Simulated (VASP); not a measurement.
# Pt (Fm-3m) in VASP: a series of runs

The runs below take Pt through single point, relaxation of cell and atoms, with PBEsol.

Program: VASP 6.6.1. These are calculated values, not measurements. Logs are shortened: lines on timing, memory, paths and dates and some standing lists are left out, and cuts for length are marked.

**1. The cell of the first run**

The structure is cubic, space group Fm-3m (No. 225). Conventional cell: a = 3.738 Å, b = 3.738 Å, c = 3.738 Å, α = 90.00°, β = 90.00°, γ = 90.00°. Within 3.5 Å of Pt (site symmetry m-3m) lie 12 Pt at 2.64 Å.

**2. Single point, PBEsol**

Contents of INCAR:

```
SYSTEM = Pt
PREC = Accurate
ENCUT = 520
EDIFF = 1E-6
ISMEAR = 0
SIGMA = 0.1
LREAL = .FALSE.
LASPH = .TRUE.
NELM = 60
ALGO = Fast
ISIF = 2
LWAVE = .FALSE.
LCHARG = .FALSE.
GGA = PS
NBANDS = 11
```

Contents of KPOINTS:

```
regular mesh
0
G
  8 8 8
  0 0 0
```

Contents of POSCAR:

```
Pt
1.0
    0.0000000000      1.8687843642      1.8687843642
    1.8687843642      0.0000000000      1.8687843642
    1.8687843642      1.8687843642      0.0000000000
Pt
1
Direct
    0.0000000000      0.0000000000      0.0000000000
```

Potentials or basis: VASP PAW PBE potentials, release 64 (Pt).

Started as:

```sh
> cat potpaw_PBE.64/Pt/POTCAR > POTCAR
> mpirun -np 1 vasp_std > vasp.out
```

OUTCAR:

```text
SYSTEM = Pt
   PREC = Accurate
   ENCUT = 520
   EDIFF = 1E-6
   ISMEAR = 0
   LREAL = .FALSE.
   LASPH = .TRUE.
   NELM = 60
   ISIF = 2
   GGA = PS

 ion  position               nearest neighbor table
   1  0.000  0.000  0.000-

  LATTYP: Found a face centered cubic cell.
 ALAT       =     3.7375687284

  Lattice vectors:

 A1 = (   0.0000000000,   1.8687843642,   1.8687843642)
 A2 = (   1.8687843642,   0.0000000000,   1.8687843642)
 A3 = (   1.8687843642,   1.8687843642,   0.0000000000)

Analysis of symmetry for initial positions (statically):
=====================================================================
 Subroutine PRICEL returns:
 Original cell was already a primitive cell.

 Routine SETGRP: Setting up the symmetry group for a
 face centered cubic supercell.

 Subroutine GETGRP returns: Found 48 space group operations
 (whereof 48 operations were pure point group operations)
 out of a pool of 48 trial point group operations.

The static configuration has the point symmetry O_h .

Analysis of symmetry for dynamics (positions and initial velocities):
=====================================================================
 Subroutine PRICEL returns:
 Original cell was already a primitive cell.

 Routine SETGRP: Setting up the symmetry group for a
 face centered cubic supercell.

 Subroutine GETGRP returns: Found 48 space group operations
 (whereof 48 operations were pure point group operations)
 out of a pool of 48 trial point group operations.

The dynamic configuration has the point symmetry O_h .

 Subroutine INISYM returns: Found 48 space group operations
 (whereof 48 operations are pure point group operations),
 and found     1 'primitive' translations

----------------------------------------------------------------------------------------

                                     Primitive cell

  volume of cell :      13.0529

  direct lattice vectors                    reciprocal lattice vectors
     0.000000000  1.868784364  1.868784364    -0.267553608  0.267553608  0.267553608
     1.868784364  0.000000000  1.868784364     0.267553608 -0.267553608  0.267553608
     1.868784364  1.868784364  0.000000000     0.267553608  0.267553608 -0.267553608

  length of vectors
     2.642860193  2.642860193  2.642860193     0.463416444  0.463416444  0.463416444

  position of ions in fractional coordinates (direct lattice)
     0.000000000  0.000000000  0.000000000

  ion indices of the primitive-cell ions
   primitive index   ion index
                 1           1

----------------------------------------------------------------------------------------

 KPOINTS: regular mesh

Automatic generation of k-mesh.
 Grid dimensions read from file:
 generate k-points for:    8    8    8

 Generating k-lattice:

  Cartesian coordinates                     Fractional coordinates (reciprocal lattice)
    -0.033444201  0.033444201  0.033444201     0.125000000  0.000000000  0.000000000
     0.033444201 -0.033444201  0.033444201     0.000000000  0.125000000  0.000000000
     0.033444201  0.033444201 -0.033444201     0.000000000  0.000000000  0.125000000

  Length of vectors
     0.057927055  0.057927055  0.057927055

  Shift w.r.t. Gamma in fractional coordinates (k-lattice)
     0.000000000  0.000000000  0.000000000

 Subroutine IBZKPT returns following result:
 ===========================================

 Found     29 irreducible k-points:

 Following reciprocal coordinates:
            Coordinates               Weight
  0.000000  0.000000  0.000000      1.000000
  0.125000  0.000000  0.000000      8.000000
  0.250000  0.000000  0.000000      8.000000
  0.375000  0.000000  0.000000      8.000000
  0.500000  0.000000  0.000000      4.000000
  0.125000  0.125000  0.000000      6.000000
[... 16 lines left out ...]
  0.500000  0.250000  0.125000     48.000000
 -0.375000  0.250000  0.125000     24.000000
 [... further k-points ...]
   k-points           NKPTS =     29   k-points in BZ     NKDIM =     29   number of bands    NBANDS=     11
   number of dos      NEDOS =    301   number of ions     NIONS =      1
   total plane-waves  NPLWV =   8000
   dimension x,y,z NGX =    20 NGY =   20 NGZ =   20
   dimension x,y,z NGXF=    40 NGYF=   40 NGZF=   40
   ions per type =               1
   NGX,Y,Z   is equivalent  to a cutoff of  12.58, 12.58, 12.58 a.u.
   NGXF,Y,Z  is equivalent  to a cutoff of  25.16, 25.16, 25.16 a.u.
 SYSTEM =  Pt
   PREC   = accura    normal or accurate (medium, high low for compatibility)
   ISTART =      0    job   : 0-new  1-cont  2-samecut
   ICHARG =      2    charge: 1-file 2-atom 10-const
   ISPIN  =      1    spin polarized calculation?
   LNONCOLLINEAR =      F non collinear calculations
   LSORBIT =      F    spin-orbit coupling
   LASPH  =      T    aspherical Exc in radial PAW
   ENCUT  =  520.0 eV  38.22 Ry    6.18 a.u.   4.91  4.91  4.91*2*pi/ulx,y,z
   NELM   =     60;   NELMIN=  2; NELMDL= -5     # of ELM steps
   EDIFF  = 0.1E-05   stopping-criterion for ELM
   LREAL  =      F    real-space projection
   EDIFFG = 0.1E-04   stopping-criterion for IOM
   NSW    =      0    number of steps for IOM
   IBRION =     -1    ionic relax: 0-MD 1-quasi-New 2-CG
   NFREE  =      0    steps in history (QN), initial steepest desc. (CG)
   ISIF   =      2    stress and relaxation
   ISYM   =      2    0-nonsym 1-usesym 2-fastsym
   POTIM  = 0.5000    time-step for ionic-motion
   TEBEG  =    0.0;   TEEND  =   0.0 temperature during run
   PSTRESS=    0.0 pullay stress
   NELECT =      10.0000    total number of electrons
   NUPDOWN=      -1.0000    fix difference up-down
   EMIN   =  10.00;   EMAX   =-10.00  energy-range for DOS
   EFERMI =   0.00;   METHOD = LEGACY
   ISMEAR =     0;   SIGMA  =   0.10  broadening in eV -4-tet -1-fermi 0-gaus
   EFERMI_NEDOS =   21; number of points for ismear=-14 and -15
   IALGO  =     68    algorithm
   IMIX   =      4    mixing-type and parameters
     AMIX     =   0.40;   BMIX     =  1.00
     AMIX_MAG =   1.60;   BMIX_MAG =  1.00
  volume/ion in A,a.u.               =      13.05        88.09
  Fermi-wavevector in a.u.,A,eV,Ry     =   1.497979  2.830769 30.530660  2.243940
  Thomas-Fermi vector in A             =   2.609797
   LORBIT       =      0    0 simple, 1 ext, 2 COOP (PROOUT), +10 PAW based schemes
   GGA     = PS    functional components
   LHFCALC =     F    Hartree Fock is set to
   AEXX    =    0.0000 exact exchange contribution
   IVDW    =     0    specifies the selected vdW correction
   LEPSILON=     F    determine dielectric tensor
   LRPA    =     F    only Hartree local field effects (RPA)
 non-spin polarized calculation
 RMM-DIIS sequential band-by-band and
 Gauss-broadening in eV      SIGMA  =   0.10
  energy-cutoff  :      520.00
  volume of cell :       13.05
 maximum number of plane-waves:       363
   NGX =  9   NGY =  9   NGZ =  9

 number of electron      10.0000001 magnetization

 Free energy of the ion-electron system (eV)
  ---------------------------------------------------
  ext. energy  EPLUGINS =         0.00000000
  ---------------------------------------------------
  free energy    TOTEN  =        -6.65087048 eV

  energy without entropy =       -6.64421457  energy(sigma->0) =       -6.64754252

 E-fermi :  14.0668     XC(G=0): -14.4993

 val. band max:       14.0460599706   @ k =  -0.2500   0.1250   0.0000
 cond. band min:      14.1138465815   @ k =   0.3750   0.2500   0.1250
 fundamental gap:      0.0677866109
 Fermi energy:        14.0667883987

 k-point     1 :       0.0000    0.0000    0.0000
  band No.  band energies     occupation
      1       2.0808      2.00000
      2       9.2921      2.00000
      3       9.2921      2.00000
      4       9.2921      2.00000
      5      12.0444      2.00000
      6      12.0444      2.00000
      7      28.1925      0.00000
      8      33.9948      0.00000
      9      33.9948      0.00000
     10      33.9948      0.00000
     11      39.8517      0.00000

 k-point     2 :       0.1250    0.0000    0.0000
  band No.  band energies     occupation
      1       2.7853      2.00000
      2       8.9744      2.00000
      3       9.5629      2.00000
      4       9.5629      2.00000
      5      11.8997      2.00000
      6      11.8997      2.00000
      7      29.3414      0.00000
      8      31.4995      0.00000
      9      35.1841      0.00000
     10      35.1841      0.00000
     11      42.2417      0.00000

 k-point     3 :       0.2500    0.0000    0.0000
  band No.  band energies     occupation
      1       4.3640      2.00000
      2       8.8529      2.00000
      3       9.7499      2.00000
      4       9.7499      2.00000
      5      12.2304      2.00000
      6      12.2304      2.00000
      7      27.9258      0.00000
      8      30.8612      0.00000
      9      38.2240      0.00000
     10      38.2240      0.00000
     11      38.8923      0.00000

 k-point     4 :       0.3750    0.0000    0.0000
  band No.  band energies     occupation
      1       5.0774      2.00000
      2       9.3941      2.00000
      3       9.3941      2.00000
      4      10.8254      2.00000
      5      13.4664      2.00000
      6      13.4664      2.00000
      7      23.9730      0.00000
      8      28.7917      0.00000
      9      35.7726      0.00000
     10      35.7726      0.00000
     11      41.9380      0.00000
[... 239 lines left out ...]
 k-point    22 :       0.3750    0.2500    0.1250
  band No.  band energies     occupation
      1       5.8150      2.00000
      2       7.6249      2.00000
      3       9.2282      2.00000
      4      11.3613      2.00000
      5      11.4670      2.00000
      6      14.1138      0.50573
      7      28.5756      0.00000
      8      31.4073      0.00000
      9      32.8920      0.00000
     10      34.8128      0.00000
     11      40.7002      0.00000

 k-point    23 :       0.5000    0.2500    0.1250
  band No.  band energies     occupation
      1       6.5910      2.00000
      2       8.2234      2.00000
      3       8.6414      2.00000
      4      10.9810      2.00000
      5      13.1269      2.00000
      6      16.3828      0.00000
      7      24.3606      0.00000
      8      29.7987      0.00000
      9      31.0185      0.00000
     10      35.9004      0.00000
     11      39.5740      0.00000

 k-point    24 :      -0.3750    0.2500    0.1250
  band No.  band energies     occupation
      1       6.5812      2.00000
      2       7.9484      2.00000
      3       9.7015      2.00000
      4      10.6462      2.00000
      5      13.8544      1.99733
      6      18.9440      0.00000
      7      20.5421      0.00000
      8      29.9019      0.00000
      9      30.2592      0.00000
     10      34.1042      0.00000
     11      41.9289      0.00000

 [... further k-points ...]
[... 5 lines left out ...]
  --------------------------------------------------------------------------------------
  -------------------------------------------------------------------------------------
  Total        4.7303279      4.7303279      4.7303279      0.0000000      0.0000000      0.0000000
  in kB      580.6230356    580.6230356    580.6230356      0.0000000      0.0000000      0.0000000
  external PRESSURE =     580.6230356 kB  Pullay stress =       0.0000000 kB

 VOLUME and BASIS-vectors are now :
 -----------------------------------------------------------------------------
  energy-cutoff  :      520.00
  volume of cell :       13.05
      direct lattice vectors                 reciprocal lattice vectors
     0.000000000  1.868784364  1.868784364    -0.267553608  0.267553608  0.267553608
     1.868784364  0.000000000  1.868784364     0.267553608 -0.267553608  0.267553608
     1.868784364  1.868784364  0.000000000     0.267553608  0.267553608 -0.267553608

 POSITION                                       TOTAL-FORCE (eV/Angst)
 -----------------------------------------------------------------------------------
      0.00000      0.00000      0.00000         0.000000      0.000000     -0.000000
 -----------------------------------------------------------------------------------
    total drift:                               -0.000000      0.000000      0.000000

  FREE ENERGIE OF THE ION-ELECTRON SYSTEM (eV)
  ---------------------------------------------------
  free  energy   TOTEN  =        -6.6508704791 eV

  energy  without entropy=       -6.6442145673  energy(sigma->0) =       -6.64754252
```

Wall time 7.2 s (1 thread of Intel Xeon 8259CL, shared host); peak memory 0.13 GiB.

Results:

```
Free energy            : -6.6509 eV
Pressure               : 58.1 GPa
Band gap on the k mesh : zero (band 5 reaches 14.77 eV, above the bottom of band 6 at 11.90 eV)
```

Levels at points of the mesh, in eV from the Fermi level:
```csv
k point,band 3,band 4,band 5,band 6,band 7,band 8
"(0.00, 0.00, 0.00)",-4.77,-4.77,-2.02,-2.02,14.13,19.93
"(0.50, 0.00, 0.00)",-4.87,-1.10,0.11,0.11,7.07,13.74
"(0.50, 0.50, 0.00)",0.08,0.69,0.69,1.50,10.59,11.82
```

Caveat: the k points lie up to 0.36 Å⁻¹ apart; the PAW data sets were made with another functional, which shifts forces and pressure a little; spin-orbit coupling is left out, which moves the levels of the heavy elements.

**3. Single point, PBEsol**

This run uses another cell than the first one, of 15.06 Å³/atom, 1.153 times its volume.

Contents of INCAR:

```
SYSTEM = Pt
  ALGO = Fast
  EDIFF = 1E-7
  ENCUT = 520
  GGA = PS
  ISIF = 2
  ISMEAR = 0
  LASPH = .TRUE.
  LCHARG = .TRUE.
  LELF = .TRUE.
  LREAL = .FALSE.
  LVHAR = .TRUE.
  LWAVE = .FALSE.
  NBANDS = 11
  NELM = 80
  PREC = Accurate
  SIGMA = 0.1
```

Contents of KPOINTS:

```
k-points
0
G
  10 10 10
  0 0 0
```

Contents of POSCAR:

```
Pt
1.0
    0.0000000000      1.9598876020      1.9598876020
    1.9598876020      0.0000000000      1.9598876020
    1.9598876020      1.9598876020      0.0000000000
Pt
1
Direct
    0.0000000000      0.0000000000      0.0000000000
```

Potentials or basis: VASP PAW PBE potentials, release 64 (Pt).

Started as:

```sh
> cat potpaw_PBE.64/Pt/POTCAR > POTCAR
> mpirun -np 1 vasp_std > vasp.out
```

Run time: 13 s. Hardware: 1 thread of Intel Xeon 8259CL, shared host; peak memory 0.14 GiB.

Results (log left out):

| Quantity | Value |
| --- | --- |
| Free energy | -6.9516 eV |
| Pressure | -0.6 GPa |
| Band gap on the k mesh | zero (band 5 reaches 11.63 eV, above the bottom of band 6 at 9.42 eV) |

Levels at points of the mesh, in eV from the Fermi level:
```
           k point  band 2  band 3  band 4  band 5  band 6  band 7  band 8  band 9
(0.00, 0.00, 0.00)   -3.83   -3.83   -3.83   -1.65   -1.65   14.60   19.57   19.57
(0.50, 0.00, 0.00)   -3.89   -3.89   -0.57    0.03    0.03    5.80   14.16   18.94
(0.50, 0.50, 0.00)   -6.68    0.00    0.48    0.48    1.69    8.83   11.32   11.32
```

Caveat: the PAW data sets were made with another functional, which shifts forces and pressure a little; spin-orbit coupling is left out, which moves the levels of the heavy elements.

[end of part 1 of 2]
